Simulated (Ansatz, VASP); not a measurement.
This is a calculation of KI for VASP 6.6.1.

File POSCAR:

```
KI
1.0
    0.0000000000      3.5561715428      3.5561715428
    3.5561715428      0.0000000000      3.5561715428
    3.5561715428      3.5561715428      0.0000000000
I K
1 1
Direct
    0.5000000000      0.5000000000      0.5000000000
    0.0000000000      0.0000000000      0.0000000000
```

File INCAR.step1:

```
SYSTEM = KI
PREC = Accurate
ENCUT = 520
EDIFF = 1E-5
ISMEAR = -1
SIGMA = 0.05
LREAL = .FALSE.
LASPH = .TRUE.
NELM = 80
ALGO = Normal
ISIF = 2
LWAVE = .TRUE.
LCHARG = .FALSE.
GGA = PE
NBANDS = 15
```

Contents of INCAR.step2:

```
SYSTEM = KI
PREC = Accurate
ENCUT = 520
EDIFF = 1E-6
ISMEAR = -1
SIGMA = 0.05
LREAL = .FALSE.
LASPH = .TRUE.
NELM = 80
ALGO = Normal
ISIF = 2
LWAVE = .FALSE.
LCHARG = .FALSE.
GGA = PE
LHFCALC = .TRUE.
HFSCREEN = 0.2079
PRECFOCK = Normal
ISTART = 1
NBANDS = 15
```

KPOINTS

```
regular mesh
0
G
  4 4 4
  0 0 0
```

Potentials or basis: VASP PAW PBE potentials, release 64 (I, K_sv).

Command:

```sh
$ cat potpaw_PBE.64/I/POTCAR potpaw_PBE.64/K_sv/POTCAR > POTCAR
$ cp INCAR.step1 INCAR
$ mpirun -np 1 vasp_std > vasp.out
$ cp INCAR.step2 INCAR
$ mpirun -np 1 vasp_std > vasp.out
```

Question: Set up the same calculation for Ansatz 0.2.0. Potentials there: Ansatz PAW.

Answer: As run (the cutoff follows the program's own potentials):

The input input:

```
crystal:
  lattice:
    - [0.0, 3.5561715428, 3.5561715428]
    - [3.5561715428, 0.0, 3.5561715428]
    - [3.5561715428, 3.5561715428, 0.0]
  atoms:
    - { symbol: I, position: [0.5, 0.5, 0.5] }
    - { symbol: K, position: [0.0, 0.0, 0.0] }
hamiltonian:
  xc: hse06
  pseudopotentials: { kind: paw }
kpoints:
  mp_grid: { grid: [4, 4, 4] }
scf:
  occupations: { method: fermi_dirac, width: 0.05 }
output:
  forces: true
  stress: true
  eigenvalues: true
```

Both were run:

|  | VASP | Ansatz | Ansatz less VASP |
| --- | --- | --- | --- |
| gap on the k mesh at the Fermi level (eV) | 4.90 | 4.92 | +0.011 |
| least direct gap on the mesh (eV) | 4.90 | 4.92 | +0.011 |
| pressure (GPa) | 0.2 | 0.2 | -0.01 |

VASP's potentials hold 16 valence electrons a cell and Ansatz's 26, so a difference there can come from the potentials and not from the codes.

Neither program's run includes spin-orbit coupling.
